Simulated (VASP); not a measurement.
# HgTe (R3m) in VASP: single point with PBEsol

Aim: the single point of HgTe with PBEsol.

All numbers are computed with VASP 6.6.1; they aren't measurements. Logs are shortened: lines on timing, memory, paths and dates and some standing lists are left out, and cuts for length are marked.

## (1) The cell of the first run

It takes space group R3m (No. 160, trigonal). The conventional cell has a = 4.670 Å, b = 4.670 Å, c = 10.639 Å, α = 90.00°, β = 90.00°, γ = 120.00°. Within 3.5 Å of Hg (site symmetry 3m) lie 4 Te at 2.66 to 2.84 Å. Within 3.5 Å of Te (site symmetry 3m) lie 4 Hg at 2.66 to 2.84 Å.

## (2) Single point, PBEsol

File INCAR:

```
PREC = Accurate
ENCUT = 520
EDIFF = 1E-6
ISMEAR = 0
SIGMA = 0.15
LREAL = False
LASPH = True
NELM = 80
ALGO = Normal
ISIF = 2
LWAVE = False
LCHARG = False
GGA = PS
NBANDS = 16
```

File KPOINTS:

```
regular mesh
0
Gamma
  14 14 14
```

File POSCAR:

```
HgTe
1.0
   -0.1541133069      3.1483146971      3.1483146971
    3.1483146971     -0.1541133069      3.1483146971
    3.1483146971      3.1483146971     -0.1541133069
Hg Te
1 1
Direct
    0.0000000000      0.0000000000      0.0000000000
    0.7500000000      0.7500000000      0.7500000000
```

Potentials or basis: VASP PAW PBE potentials, release 64 (Hg, Te).

The run is started by

```
$ cat potpaw_PBE.64/Hg/POTCAR potpaw_PBE.64/Te/POTCAR > POTCAR
$ mpirun -np 1 vasp_std > vasp.out
```

OUTCAR:

```text
PREC = Accurate
   ENCUT = 520
   EDIFF = 1E-6
   ISMEAR = 0
   LREAL = False
   LASPH = True
   NELM = 80
   ISIF = 2
   GGA = PS

 ion  position               nearest neighbor table
   1  0.000  0.000  0.000-   2 2.66   2 2.84   2 2.84   2 2.84
   2  0.750  0.750  0.750-   1 2.66   1 2.84   1 2.84   1 2.84

  LATTYP: Found a trigonal (rhomboedric) cell.
 ALAT       =     4.4550557545
 COS(alpha) =     0.4505091948

  Lattice vectors:

 A1 = (  -0.1541133069,   3.1483146971,   3.1483146971)
 A2 = (   3.1483146971,  -0.1541133069,   3.1483146971)
 A3 = (   3.1483146971,   3.1483146971,  -0.1541133069)

Analysis of symmetry for initial positions (statically):
=====================================================================
 Subroutine PRICEL returns:
 Original cell was already a primitive cell.

 Routine SETGRP: Setting up the symmetry group for a
 trigonal (rhombohedral) supercell.

 Subroutine GETGRP returns: Found  6 space group operations
 (whereof  6 operations were pure point group operations)
 out of a pool of 12 trial point group operations.

The static configuration has the point symmetry C_3v.

Analysis of symmetry for dynamics (positions and initial velocities):
=====================================================================
 Subroutine PRICEL returns:
 Original cell was already a primitive cell.

 Routine SETGRP: Setting up the symmetry group for a
 trigonal (rhombohedral) supercell.

 Subroutine GETGRP returns: Found  6 space group operations
 (whereof  6 operations were pure point group operations)
 out of a pool of 12 trial point group operations.

The dynamic configuration has the point symmetry C_3v.

 Subroutine INISYM returns: Found  6 space group operations
 (whereof  6 operations are pure point group operations),
 and found     1 'primitive' translations

----------------------------------------------------------------------------------------

                                     Primitive cell

  volume of cell :      66.9905

  direct lattice vectors                    reciprocal lattice vectors
    -0.154113307  3.148314697  3.148314697    -0.147605094  0.155202415  0.155202415
     3.148314697 -0.154113307  3.148314697     0.155202415 -0.147605094  0.155202415
     3.148314697  3.148314697 -0.154113307     0.155202415  0.155202415 -0.147605094

  length of vectors
     4.455055754  4.455055754  4.455055754     0.264504902  0.264504902  0.264504902

  position of ions in fractional coordinates (direct lattice)
     0.000000000  0.000000000  0.000000000
     0.750000000  0.750000000  0.750000000

  ion indices of the primitive-cell ions
   primitive index   ion index
                 1           1
                 2           2

----------------------------------------------------------------------------------------

 KPOINTS: regular mesh

Automatic generation of k-mesh.
 Grid dimensions read from file:
 generate k-points for:   14   14   14

 Generating k-lattice:

  Cartesian coordinates                     Fractional coordinates (reciprocal lattice)
    -0.010543221  0.011085887  0.011085887     0.071428571  0.000000000 -0.000000000
     0.011085887 -0.010543221  0.011085887     0.000000000  0.071428571 -0.000000000
     0.011085887  0.011085887 -0.010543221     0.000000000  0.000000000  0.071428571

  Length of vectors
     0.018893207  0.018893207  0.018893207

  Shift w.r.t. Gamma in fractional coordinates (k-lattice)
     0.000000000  0.000000000  0.000000000

 Subroutine IBZKPT returns following result:
 ===========================================

 Found    288 irreducible k-points:

 Following reciprocal coordinates:
            Coordinates               Weight
  0.000000  0.000000  0.000000      1.000000
  0.071429  0.000000  0.000000      6.000000
  0.142857  0.000000 -0.000000      6.000000
  0.214286  0.000000 -0.000000      6.000000
  0.285714  0.000000 -0.000000      6.000000
  0.357143 -0.000000 -0.000000      6.000000
[... 16 lines left out ...]
  0.214286  0.142857  0.000000     12.000000
  0.285714  0.142857  0.000000     12.000000
 [... further k-points ...]
   k-points           NKPTS =    288   k-points in BZ     NKDIM =    288   number of bands    NBANDS=     16
   number of dos      NEDOS =    301   number of ions     NIONS =      2
   total plane-waves  NPLWV =  46656
   dimension x,y,z NGX =    36 NGY =   36 NGZ =   36
   dimension x,y,z NGXF=    72 NGYF=   72 NGZF=   72
   ions per type =               1   1
   NGX,Y,Z   is equivalent  to a cutoff of  13.43, 13.43, 13.43 a.u.
   NGXF,Y,Z  is equivalent  to a cutoff of  26.87, 26.87, 26.87 a.u.
 SYSTEM =  unknown system
   PREC   = accura    normal or accurate (medium, high low for compatibility)
   ISTART =      0    job   : 0-new  1-cont  2-samecut
   ICHARG =      2    charge: 1-file 2-atom 10-const
   ISPIN  =      1    spin polarized calculation?
   LNONCOLLINEAR =      F non collinear calculations
   LSORBIT =      F    spin-orbit coupling
   LASPH  =      T    aspherical Exc in radial PAW
   ENCUT  =  520.0 eV  38.22 Ry    6.18 a.u.   8.28  8.28  8.28*2*pi/ulx,y,z
   NELM   =     80;   NELMIN=  2; NELMDL= -5     # of ELM steps
   EDIFF  = 0.1E-05   stopping-criterion for ELM
   LREAL  =      F    real-space projection
   EDIFFG = 0.1E-04   stopping-criterion for IOM
   NSW    =      0    number of steps for IOM
   IBRION =     -1    ionic relax: 0-MD 1-quasi-New 2-CG
   NFREE  =      0    steps in history (QN), initial steepest desc. (CG)
   ISIF   =      2    stress and relaxation
   ISYM   =      2    0-nonsym 1-usesym 2-fastsym
   POTIM  = 0.5000    time-step for ionic-motion
   TEBEG  =    0.0;   TEEND  =   0.0 temperature during run
   PSTRESS=    0.0 pullay stress
   NELECT =      18.0000    total number of electrons
   NUPDOWN=      -1.0000    fix difference up-down
   EMIN   =  10.00;   EMAX   =-10.00  energy-range for DOS
   EFERMI =   0.00;   METHOD = LEGACY
   ISMEAR =     0;   SIGMA  =   0.15  broadening in eV -4-tet -1-fermi 0-gaus
   EFERMI_NEDOS =   21; number of points for ismear=-14 and -15
   IALGO  =     38    algorithm
   IMIX   =      4    mixing-type and parameters
     AMIX     =   0.40;   BMIX     =  1.00
     AMIX_MAG =   1.60;   BMIX_MAG =  1.00
  volume/ion in A,a.u.               =      33.50       226.04
  Fermi-wavevector in a.u.,A,eV,Ry     =   1.056399  1.996305 15.183815  1.115979
  Thomas-Fermi vector in A             =   2.191633
   LORBIT       =      0    0 simple, 1 ext, 2 COOP (PROOUT), +10 PAW based schemes
   GGA     = PS    functional components
   LHFCALC =     F    Hartree Fock is set to
   AEXX    =    0.0000 exact exchange contribution
   IVDW    =     0    specifies the selected vdW correction
   LEPSILON=     F    determine dielectric tensor
   LRPA    =     F    only Hartree local field effects (RPA)
 non-spin polarized calculation
 Gauss-broadening in eV      SIGMA  =   0.15
  energy-cutoff  :      520.00
  volume of cell :       66.99
 maximum number of plane-waves:      1826
 NGX is ok and might be reduce to    36
   NGX = 17   NGY = 17   NGZ = 17

 number of electron      18.0000003 magnetization

 Free energy of the ion-electron system (eV)
  ---------------------------------------------------
  ext. energy  EPLUGINS =         0.00000000
  ---------------------------------------------------
  free energy    TOTEN  =        -4.30040334 eV

  energy without entropy =       -4.30022789  energy(sigma->0) =       -4.30031562

 E-fermi :   3.1975     XC(G=0):  -8.9723

 val. band max:        3.0182699082   @ k =   0.0714   0.0000   0.0000
 cond. band min:       3.2415004310   @ k =   0.0000   0.0000   0.0000
 fundamental gap:      0.2232305228
 Fermi energy:         3.1974833524

 k-point     1 :       0.0000    0.0000    0.0000
  band No.  band energies     occupation
      1      -9.0704      2.00000
      2      -4.4545      2.00000
      3      -4.3395      2.00000
      4      -4.3395      2.00000
      5      -3.8239      2.00000
      6      -3.8239      2.00000
[... 8 lines left out ...]
     15      12.6033      0.00000
     16      12.6033      0.00000

 k-point     2 :       0.0714    0.0000    0.0000
  band No.  band energies     occupation
      1      -9.0456      2.00000
      2      -4.4477      2.00000
      3      -4.3338      2.00000
      4      -4.3300      2.00000
      5      -3.8244      2.00000
      6      -3.8243      2.00000
[... 8 lines left out ...]
     15      12.0082      0.00000
     16      12.2723      0.00000

 k-point     3 :       0.1429    0.0000   -0.0000
  band No.  band energies     occupation
      1      -8.9746      2.00000
      2      -4.4280      2.00000
      3      -4.3184      2.00000
      4      -4.2982      2.00000
      5      -3.8250      2.00000
      6      -3.8249      2.00000
[... 8 lines left out ...]
     15      11.5414      0.00000
     16      11.9498      0.00000

 k-point     4 :       0.2143    0.0000   -0.0000
  band No.  band energies     occupation
      1      -8.8687      2.00000
      2      -4.3981      2.00000
      3      -4.2978      2.00000
      4      -4.2336      2.00000
      5      -3.8237      2.00000
      6      -3.8235      2.00000
[... 8 lines left out ...]
     15      11.3087      0.00000
     16      11.8045      0.00000

 k-point     5 :       0.2857    0.0000   -0.0000
  band No.  band energies     occupation
      1      -8.7463      2.00000
      2      -4.3644      2.00000
      3      -4.2777      2.00000
      4      -4.1190      2.00000
      5      -3.8184      2.00000
      6      -3.8180      2.00000
[... 8 lines left out ...]
     15      11.3633      0.00000
     16      11.9898      0.00000

 k-point     6 :       0.3571   -0.0000   -0.0000
  band No.  band energies     occupation
      1      -8.6312      2.00000
      2      -4.3357      2.00000
      3      -4.2624      2.00000
      4      -3.9426      2.00000
      5      -3.8092      2.00000
      6      -3.8030      2.00000
[... 8 lines left out ...]
     15      11.7060      0.00000
     16      12.4567      0.00000

 k-point     7 :       0.4286    0.0000   -0.0000
  band No.  band energies     occupation
      1      -8.5489      2.00000
      2      -4.3174      2.00000
      3      -4.2535      2.00000
      4      -3.8261      2.00000
      5      -3.8008      2.00000
      6      -3.6688      2.00000
[... 8 lines left out ...]
     15      12.2300      0.00000
     16      12.9316      0.00000

 k-point     8 :       0.5000    0.0000    0.0000
  band No.  band energies     occupation
      1      -8.5190      2.00000
      2      -4.3112      2.00000
      3      -4.2507      2.00000
      4      -3.8167      2.00000
      5      -3.7973      2.00000
      6      -3.5173      2.00000
[... 8 lines left out ...]
     15      12.5696      0.00000
     16      12.9921      0.00000

 k-point     9 :       0.0714    0.0714   -0.0000
  band No.  band energies     occupation
      1      -9.0351      2.00000
      2      -4.4463      2.00000
      3      -4.3325      2.00000
      4      -4.3237      2.00000
      5      -3.8296      2.00000
      6      -3.8212      2.00000
[... 8 lines left out ...]
     15      11.5293      0.00000
     16      12.6053      0.00000
[... 172 lines left out ...]
 k-point    19 :      -0.2143    0.0714    0.0000
  band No.  band energies     occupation
      1      -8.8150      2.00000
      2      -4.3831      2.00000
      3      -4.2810      2.00000
      4      -4.2013      2.00000
      5      -3.8305      2.00000
      6      -3.8092      2.00000
[... 8 lines left out ...]
     15      11.2663      0.00000
     16      12.0954      0.00000

 k-point    20 :      -0.1429    0.0714   -0.0000
  band No.  band energies     occupation
      1      -8.9260      2.00000
      2      -4.4135      2.00000
      3      -4.3025      2.00000
      4      -4.2796      2.00000
      5      -3.8311      2.00000
      6      -3.8155      2.00000
[... 8 lines left out ...]
     15      11.3760      0.00000
     16      11.7682      0.00000

 k-point    21 :      -0.0714    0.0714    0.0000
  band No.  band energies     occupation
      1      -9.0073      2.00000
      2      -4.4362      2.00000
      3      -4.3220      2.00000
      4      -4.3182      2.00000
      5      -3.8282      2.00000
      6      -3.8200      2.00000
[... 8 lines left out ...]
     15      11.7127      0.00000
     16      11.8294      0.00000

 k-point    22 :       0.1429    0.1429   -0.0000
  band No.  band energies     occupation
      1      -8.9341      2.00000
      2      -4.4227      2.00000
      3      -4.3081      2.00000
      4      -4.2779      2.00000
      5      -3.8435      2.00000
      6      -3.8135      2.00000
[... 8 lines left out ...]
     15      11.1138      0.00000
     16      12.6675      0.00000

 k-point    23 :       0.2143    0.1429    0.0000
  band No.  band energies     occupation
      1      -8.8513      2.00000
      2      -4.3995      2.00000
      3      -4.2871      2.00000
      4      -4.2363      2.00000
      5      -3.8482      2.00000
      6      -3.8088      2.00000
[... 8 lines left out ...]
     15      11.6632      0.00000
     16      12.5581      0.00000

 k-point    24 :       0.2857    0.1429    0.0000
  band No.  band energies     occupation
      1      -8.7428      2.00000
      2      -4.3627      2.00000
      3      -4.2640      2.00000
      4      -4.1644      2.00000
      5      -3.8430      2.00000
      6      -3.8038      2.00000
[... 8 lines left out ...]
     15      11.9412      0.00000
     16      12.5313      0.00000

 [... further k-points ...]

------------------------ aborting loop because EDIFF is reached ----------------------------------------

  FORCE on cell =-STRESS in cart. coord.  units (eV):
  Direction    XX          YY          ZZ          XY          YZ          ZX
  --------------------------------------------------------------------------------------
  -------------------------------------------------------------------------------------
  Total        0.8182091      0.8182091      0.8182091      0.9690299      0.9690299      0.9690299
  in kB       19.5686940     19.5686940     19.5686940     23.1758005     23.1758005     23.1758005
  external PRESSURE =      19.5686940 kB  Pullay stress =       0.0000000 kB

 VOLUME and BASIS-vectors are now :
 -----------------------------------------------------------------------------
  energy-cutoff  :      520.00
  volume of cell :       66.99
      direct lattice vectors                 reciprocal lattice vectors
    -0.154113307  3.148314697  3.148314697    -0.147605094  0.155202415  0.155202415
     3.148314697 -0.154113307  3.148314697     0.155202415 -0.147605094  0.155202415
     3.148314697  3.148314697 -0.154113307     0.155202415  0.155202415 -0.147605094

 POSITION                                       TOTAL-FORCE (eV/Angst)
 -----------------------------------------------------------------------------------
      0.00000      0.00000      0.00000         0.390268      0.390268      0.390268
      4.60689      4.60689      4.60689        -0.390268     -0.390268     -0.390268
 -----------------------------------------------------------------------------------
    total drift:                               -0.000300     -0.000300     -0.000300

  FREE ENERGIE OF THE ION-ELECTRON SYSTEM (eV)
  ---------------------------------------------------
  free  energy   TOTEN  =        -4.3004033391 eV

  energy  without entropy=       -4.3002278918  energy(sigma->0) =       -4.30031562
```

It took 5.4 min on 1 thread of Intel Xeon 8259CL, shared host; peak memory 0.46 GiB.

What came out:

| Property | Result |
| --- | --- |
| Free energy | -4.3004 eV |
| Pressure | 2.0 GPa |
| Largest force | 0.676 eV/Å |
| Band gap on the k mesh | 0.22 eV (least direct gap 0.27 eV) |

Forces in eV/Å, atoms in the order of the input:
```
Hg   0.390  0.390  0.390
Te  -0.390 -0.390 -0.390
```

Stress tensor (GPa, compression positive):
```
1.96 2.32 2.32
2.32 1.96 2.32
2.32 2.32 1.96
```

Levels at points of the mesh, in eV from the valence-band top:
```csv
k point,band 7,band 8,band 9,band 10,band 11,band 12
"(0.00, 0.00, 0.00)",-0.88,-0.04,-0.04,0.22,3.93,3.93
"(0.50, 0.00, 0.00)",-5.54,-0.91,-0.88,0.78,4.82,5.36
"(0.50, 0.50, 0.00)",-5.49,-2.51,-2.07,1.76,2.49,7.85
"(0.50, 0.50, 0.50)",-5.60,-1.26,-1.26,0.33,4.76,4.76
```

Caveat: the PAW data sets were made with another functional, which shifts forces and pressure a little; spin-orbit coupling is left out, which moves the levels of the heavy elements.
